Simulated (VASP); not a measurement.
# VNiC4N4 (P-43m) in VASP: notebook

The runs below take VNiC4N4 through single point, with PBE.

Everything below comes from runs of VASP 6.6.1. Logs are shortened: lines on timing, memory, paths and dates and some standing lists are left out, and cuts for length are marked.

### Step 1. The cell of the first run

Symmetry: P-43m, No. 215, cubic system. The conventional cell has a = 5.662 Å, b = 5.662 Å, c = 5.662 Å, α = 90.00°, β = 90.00°, γ = 90.00°. V (site symmetry -43m) has 4 N at 1.88 Å within 2.5 Å. Within 2.4 Å of Ni (site symmetry -43m) lie 4 C at 1.83 Å. C (site symmetry 3m) has 1 N at 1.19 Å within 1.6 Å. N (site symmetry 3m) has 1 C at 1.19 Å within 1.6 Å.

### Step 2. Single point, PBE, collinear spin, ferromagnetic start

File INCAR:

```
SYSTEM = VNiC4N4
PREC = Accurate
ENCUT = 520
EDIFF = 1E-7
ISMEAR = 0
SIGMA = 0.1
LREAL = .FALSE.
LASPH = .TRUE.
NELM = 150
ALGO = Normal
ISIF = 2
LWAVE = .FALSE.
LCHARG = .FALSE.
ISPIN = 2
MAGMOM = -2 -2 0 0 0 0 0 0 0 0
LORBIT = 11
LMAXMIX = 4
GGA = PE
NBANDS = 44
```

File KPOINTS:

```
regular mesh
0
G
  4 4 4
  0 0 0
```

File POSCAR:

```
VNiC4N4
1.0
    5.6619428619      0.0000000000      0.0000000000
    0.0000000000      5.6619428619      0.0000000000
    0.0000000000      0.0000000000      5.6619428619
V Ni C N
1 1 4 4
Direct
    0.5000000000      0.5000000000      0.5000000000
    0.0000000000      0.0000000000      0.0000000000
    0.1868673936      0.1868673936      0.1868673936
    0.1868673936      0.8131326064      0.8131326064
    0.8131326064      0.1868673936      0.8131326064
    0.8131326064      0.8131326064      0.1868673936
    0.3086725675      0.3086725675      0.3086725675
    0.3086725675      0.6913274325      0.6913274325
    0.6913274325      0.3086725675      0.6913274325
    0.6913274325      0.6913274325      0.3086725675
```

Potentials or basis: VASP PAW PBE potentials, release 64 (V_sv, Ni, C, N).

Started as:

```bash
cat potpaw_PBE.64/V_sv/POTCAR potpaw_PBE.64/Ni/POTCAR potpaw_PBE.64/C/POTCAR potpaw_PBE.64/N/POTCAR > POTCAR
mpirun -np 1 vasp_std > vasp.out
```

OUTCAR:

```text
SYSTEM = VNiC4N4
   PREC = Accurate
   ENCUT = 520
   EDIFF = 1E-7
   ISMEAR = 0
   LREAL = .FALSE.
   LASPH = .TRUE.
   NELM = 150
   ISIF = 2
   ISPIN = 2
   LORBIT = 11
   GGA = PE

 ion  position               nearest neighbor table
   1  0.500  0.500  0.500-   7 1.88   8 1.88   9 1.88  10 1.88
   2  0.000  0.000  0.000-   3 1.83   4 1.83   5 1.83   6 1.83
   3  0.187  0.187  0.187-   7 1.19   2 1.83
   4  0.187  0.813  0.813-   8 1.19   2 1.83
   5  0.813  0.187  0.813-   9 1.19   2 1.83
   6  0.813  0.813  0.187-  10 1.19   2 1.83
   7  0.309  0.309  0.309-   3 1.19   1 1.88
   8  0.309  0.691  0.691-   4 1.19   1 1.88
   9  0.691  0.309  0.691-   5 1.19   1 1.88
  10  0.691  0.691  0.309-   6 1.19   1 1.88

  LATTYP: Found a simple cubic cell.
 ALAT       =     5.6619428619

  Lattice vectors:

 A1 = (   5.6619428619,   0.0000000000,   0.0000000000)
 A2 = (   0.0000000000,   5.6619428619,   0.0000000000)
 A3 = (   0.0000000000,   0.0000000000,   5.6619428619)

Analysis of symmetry for initial positions (statically):
=====================================================================
 Subroutine PRICEL returns:
 Original cell was already a primitive cell.

 Routine SETGRP: Setting up the symmetry group for a
 simple cubic supercell.

 Subroutine GETGRP returns: Found 24 space group operations
 (whereof 24 operations were pure point group operations)
 out of a pool of 48 trial point group operations.

The static configuration has the point symmetry T_d .

Analysis of symmetry for dynamics (positions and initial velocities):
=====================================================================
 Subroutine PRICEL returns:
 Original cell was already a primitive cell.

 Routine SETGRP: Setting up the symmetry group for a
 simple cubic supercell.

 Subroutine GETGRP returns: Found 24 space group operations
 (whereof 24 operations were pure point group operations)
 out of a pool of 48 trial point group operations.

The dynamic configuration has the point symmetry T_d .

Analysis of structural, dynamic, and magnetic symmetry:
=====================================================================
 Subroutine PRICEL returns:
 Original cell was already a primitive cell.

 Routine SETGRP: Setting up the symmetry group for a
 simple cubic supercell.

 Subroutine GETGRP returns: Found 24 space group operations
 (whereof 24 operations were pure point group operations)
 out of a pool of 48 trial point group operations.

The overall configuration has the point symmetry T_d .

 Subroutine INISYM returns: Found 24 space group operations
 (whereof 24 operations are pure point group operations),
 and found     1 'primitive' translations

----------------------------------------------------------------------------------------

                                     Primitive cell

  volume of cell :     181.5083

  direct lattice vectors                    reciprocal lattice vectors
     5.661942862  0.000000000  0.000000000     0.176617819  0.000000000  0.000000000
     0.000000000  5.661942862  0.000000000     0.000000000  0.176617819  0.000000000
     0.000000000  0.000000000  5.661942862     0.000000000  0.000000000  0.176617819

  length of vectors
     5.661942862  5.661942862  5.661942862     0.176617819  0.176617819  0.176617819

  position of ions in fractional coordinates (direct lattice)
     0.500000000  0.500000000  0.500000000
     0.000000000  0.000000000  0.000000000
     0.186867394  0.186867394  0.186867394
     0.186867394  0.813132606  0.813132606
     0.813132606  0.186867394  0.813132606
     0.813132606  0.813132606  0.186867394
     0.308672567  0.308672567  0.308672567
     0.308672567  0.691327433  0.691327433
     0.691327433  0.308672567  0.691327433
     0.691327433  0.691327433  0.308672567

  ion indices of the primitive-cell ions
   primitive index   ion index
                 1           1
                 2           2
                 3           3
                 4           4
                 5           5
                 6           6
                 7           7
                 8           8
                 9           9
                10          10

----------------------------------------------------------------------------------------

 KPOINTS: regular mesh

Automatic generation of k-mesh.
 Grid dimensions read from file:
 generate k-points for:    4    4    4

 Generating k-lattice:

  Cartesian coordinates                     Fractional coordinates (reciprocal lattice)
     0.044154455  0.000000000  0.000000000     0.250000000  0.000000000  0.000000000
     0.000000000  0.044154455  0.000000000     0.000000000  0.250000000  0.000000000
     0.000000000  0.000000000  0.044154455     0.000000000  0.000000000  0.250000000

  Length of vectors
     0.044154455  0.044154455  0.044154455

  Shift w.r.t. Gamma in fractional coordinates (k-lattice)
     0.000000000  0.000000000  0.000000000

 Subroutine IBZKPT returns following result:
 ===========================================

 Found     10 irreducible k-points:

 Following reciprocal coordinates:
            Coordinates               Weight
  0.000000  0.000000  0.000000      1.000000
  0.250000  0.000000  0.000000      6.000000
  0.500000  0.000000  0.000000      3.000000
  0.250000  0.250000  0.000000     12.000000
  0.500000  0.250000  0.000000     12.000000
  0.500000  0.500000  0.000000      3.000000
  0.250000  0.250000  0.250000      8.000000
  0.500000  0.250000  0.250000     12.000000
  0.500000  0.500000  0.250000      6.000000
  0.500000  0.500000  0.500000      1.000000
   k-points           NKPTS =     10   k-points in BZ     NKDIM =     10   number of bands    NBANDS=     44
   number of dos      NEDOS =    301   number of ions     NIONS =     10
   total plane-waves  NPLWV =  74088
   dimension x,y,z NGX =    42 NGY =   42 NGZ =   42
   dimension x,y,z NGXF=    84 NGYF=   84 NGZF=   84
   ions per type =               1   1   4   4
   NGX,Y,Z   is equivalent  to a cutoff of  12.33, 12.33, 12.33 a.u.
   NGXF,Y,Z  is equivalent  to a cutoff of  24.66, 24.66, 24.66 a.u.
 SYSTEM =  VNiC4N4
   PREC   = accura    normal or accurate (medium, high low for compatibility)
   ISTART =      0    job   : 0-new  1-cont  2-samecut
   ICHARG =      2    charge: 1-file 2-atom 10-const
   ISPIN  =      2    spin polarized calculation?
   LNONCOLLINEAR =      F non collinear calculations
   LSORBIT =      F    spin-orbit coupling
   LASPH  =      T    aspherical Exc in radial PAW
   ENCUT  =  520.0 eV  38.22 Ry    6.18 a.u.  10.53 10.53 10.53*2*pi/ulx,y,z
   NELM   =    150;   NELMIN=  2; NELMDL= -5     # of ELM steps
   EDIFF  = 0.1E-06   stopping-criterion for ELM
   LREAL  =      F    real-space projection
   EDIFFG = 0.1E-05   stopping-criterion for IOM
   NSW    =      0    number of steps for IOM
   IBRION =     -1    ionic relax: 0-MD 1-quasi-New 2-CG
   NFREE  =      0    steps in history (QN), initial steepest desc. (CG)
   ISIF   =      2    stress and relaxation
   ISYM   =      2    0-nonsym 1-usesym 2-fastsym
   POTIM  = 0.5000    time-step for ionic-motion
   TEBEG  =    0.0;   TEEND  =   0.0 temperature during run
   PSTRESS=    0.0 pullay stress
   NELECT =      59.0000    total number of electrons
   NUPDOWN=      -1.0000    fix difference up-down
   EMIN   =  10.00;   EMAX   =-10.00  energy-range for DOS
   EFERMI =   0.00;   METHOD = LEGACY
   ISMEAR =     0;   SIGMA  =   0.10  broadening in eV -4-tet -1-fermi 0-gaus
   EFERMI_NEDOS =   21; number of points for ismear=-14 and -15
   IALGO  =     38    algorithm
   IMIX   =      4    mixing-type and parameters
     AMIX     =   0.40;   BMIX     =  1.00
     AMIX_MAG =   1.60;   BMIX_MAG =  1.00
  volume/ion in A,a.u.               =      18.15       122.49
  Fermi-wavevector in a.u.,A,eV,Ry     =   1.125624  2.127121 17.238982  1.267029
  Thomas-Fermi vector in A             =   2.262302
   LORBIT       =     11    0 simple, 1 ext, 2 COOP (PROOUT), +10 PAW based schemes
   GGA     = PE    functional components
   LHFCALC =     F    Hartree Fock is set to
   AEXX    =    0.0000 exact exchange contribution
   IVDW    =     0    specifies the selected vdW correction
   LEPSILON=     F    determine dielectric tensor
   LRPA    =     F    only Hartree local field effects (RPA)
 spin polarized calculation
 Gauss-broadening in eV      SIGMA  =   0.10
  energy-cutoff  :      520.00
  volume of cell :      181.51
 maximum number of plane-waves:      4945
   NGX = 21   NGY = 21   NGZ = 21

 number of electron      58.9999968 magnetization      -1.0000017

 Free energy of the ion-electron system (eV)
  ---------------------------------------------------
  ext. energy  EPLUGINS =         0.00000000
  ---------------------------------------------------
  free energy    TOTEN  =       -82.25134573 eV

  energy without entropy =      -82.21990118  energy(sigma->0) =      -82.23562345

 E-fermi :   0.0306     XC(G=0):  -7.6883

 val. band max:        0.0013185785   @ k =   0.5000   0.2500   0.2500
 cond. band min:       0.0529032014   @ k =   0.5000   0.2500   0.2500
 fundamental gap:      0.0515846229
 Fermi energy:         0.0306333897

 spin component 1

 k-point     1 :       0.0000    0.0000    0.0000
  band No.  band energies     occupation
      1     -64.5399      1.00000
      2     -38.4215      1.00000
      3     -38.4215      1.00000
      4     -38.4215      1.00000
      5     -18.0164      1.00000
      6     -17.8339      1.00000
[... 429 lines left out ...]
     40       5.0214      0.00000
     41       5.1897      0.00000
 Fermi energy:         0.0306333897

 spin component 2

 k-point     1 :       0.0000    0.0000    0.0000
  band No.  band energies     occupation
      1     -65.7116      1.00000
      2     -39.5722      1.00000
      3     -39.5722      1.00000
      4     -39.5721      1.00000
      5     -18.0100      1.00000
      6     -17.8262      1.00000
[... 429 lines left out ...]
     40       4.9657      0.00000
     41       4.9657      0.00000
 [bands above 41 left out]

------------------------ aborting loop because EDIFF is reached ----------------------------------------

  FORCE on cell =-STRESS in cart. coord.  units (eV):
  Direction    XX          YY          ZZ          XY          YZ          ZX
  --------------------------------------------------------------------------------------
  -------------------------------------------------------------------------------------
  Total        0.1318817      0.1318817      0.1318817     -0.0000000      0.0000000     -0.0000000
  in kB        1.1641229      1.1641229      1.1641229     -0.0000000      0.0000000     -0.0000000
  external PRESSURE =       1.1641229 kB  Pullay stress =       0.0000000 kB

 VOLUME and BASIS-vectors are now :
 -----------------------------------------------------------------------------
  energy-cutoff  :      520.00
  volume of cell :      181.51
      direct lattice vectors                 reciprocal lattice vectors
     5.661942862  0.000000000  0.000000000     0.176617819  0.000000000  0.000000000
     0.000000000  5.661942862  0.000000000     0.000000000  0.176617819  0.000000000
     0.000000000  0.000000000  5.661942862     0.000000000  0.000000000  0.176617819

 POSITION                                       TOTAL-FORCE (eV/Angst)
 -----------------------------------------------------------------------------------
      2.83097      2.83097      2.83097        -0.000000     -0.000000     -0.000000
      0.00000      0.00000      0.00000        -0.000000     -0.000000     -0.000000
      1.05803      1.05803      1.05803        -0.107601     -0.107601     -0.107601
      1.05803      4.60391      4.60391        -0.107601      0.107601      0.107601
      4.60391      1.05803      4.60391         0.107601     -0.107601      0.107601
      4.60391      4.60391      1.05803         0.107601      0.107601     -0.107601
      1.74769      1.74769      1.74769         0.110881      0.110881      0.110881
      1.74769      3.91426      3.91426         0.110881     -0.110881     -0.110881
      3.91426      1.74769      3.91426        -0.110881      0.110881     -0.110881
      3.91426      3.91426      1.74769        -0.110881     -0.110881      0.110881
 -----------------------------------------------------------------------------------
    total drift:                                0.000001      0.000001      0.000000

  FREE ENERGIE OF THE ION-ELECTRON SYSTEM (eV)
  ---------------------------------------------------
  free  energy   TOTEN  =       -82.2513457253 eV

  energy  without entropy=      -82.2199011790  energy(sigma->0) =      -82.23562345

 total charge

# of ion       s       p       d       tot
------------------------------------------
    1        2.304   6.288   3.033  11.625
    2        0.567   0.948   8.287   9.802
    3        0.963   1.547   0.000   2.511
    4        0.963   1.547   0.000   2.511
    5        0.963   1.547   0.000   2.511
    6        0.963   1.547   0.000   2.511
    7        1.293   2.635   0.000   3.928
    8        1.293   2.635   0.000   3.928
    9        1.293   2.635   0.000   3.928
   10        1.293   2.635   0.000   3.928
--------------------------------------------------
tot         11.898  23.964  11.320  47.182

 magnetization (x)

# of ion       s       p       d       tot
------------------------------------------
    1       -0.010  -0.011  -1.130  -1.151
    2        0.003   0.031   0.235   0.268
    3        0.001  -0.036   0.000  -0.036
    4        0.001  -0.036   0.000  -0.036
    5        0.001  -0.036   0.000  -0.036
    6        0.001  -0.036   0.000  -0.036
    7        0.004   0.039   0.000   0.044
    8        0.004   0.039   0.000   0.044
    9        0.004   0.039   0.000   0.044
   10        0.004   0.039   0.000   0.044
--------------------------------------------------
tot          0.013   0.031  -0.895  -0.851
```

Wall time 2 min (1 thread of AMD EPYC 9R45 (Zen 5), shared host); peak memory 0.36 GiB.

What came out:

```
Free energy                                           : -82.2513 eV
Pressure                                              : 0.1 GPa
Largest force                                         : 0.192 eV/Å
Band gap on the k mesh                                : zero (filled and empty bands overlap)
Net moment                                            : -1.00 μB per cell
Site moments                                          : V -1.15; Ni +0.27; C -0.04; N +0.04 μB
Valence electrons inside the program's atomic spheres : V 11.62; Ni 9.80; C 2.51; N 3.93
```

Forces in eV/Å, atoms in the order of the input:
```
V    0.000  0.000  0.000
Ni   0.000  0.000  0.000
C   -0.108 -0.108 -0.108
C   -0.108  0.108  0.108
C    0.108 -0.108  0.108
C    0.108  0.108 -0.108
N    0.111  0.111  0.111
N    0.111 -0.111 -0.111
N   -0.111  0.111 -0.111
N   -0.111 -0.111  0.111
```

Caveat: a cell with one magnetic atom can't hold antiferromagnetic order, which such compounds often take.

[end of part 1 of 2]

The gap in the log of VASP goes by the Fermi energy; the results here count the filled bands.